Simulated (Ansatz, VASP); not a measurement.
## LiH: VASP beside Ansatz

```
Li H
1.0
     0.00000    1.97593    1.97593
     1.97593    0.00000    1.97593
     1.97593    1.97593    0.00000
Li H
1 1
Direct
  0.00000 0.00000 0.00000
  0.50000 0.50000 0.50000
```

Alike in both runs: task single point; functional HSE06; k mesh 4 × 4 × 4; occupations fermi-dirac, width 0.05 eV; no spin polarisation.

```csv
,VASP,Ansatz
version,VASP 6.6.1,Ansatz 0.2.0 development build
potentials or method,"VASP PAW PBE potentials, release 64 (Li_sv, H)","plane waves, PAW datasets (hand-made set)"
plane-wave cutoff (eV),520,800
valence electrons in the cell,4,4
```

```csv
,VASP,Ansatz,Ansatz less VASP
gap on the k mesh at the Fermi level (eV),3.98,3.98,+0.002
```

The k mesh is coarse, so the values compare programs but aren't converged. Noted on VASP's run: the cutoff is short for stress, so the pressure is rough.
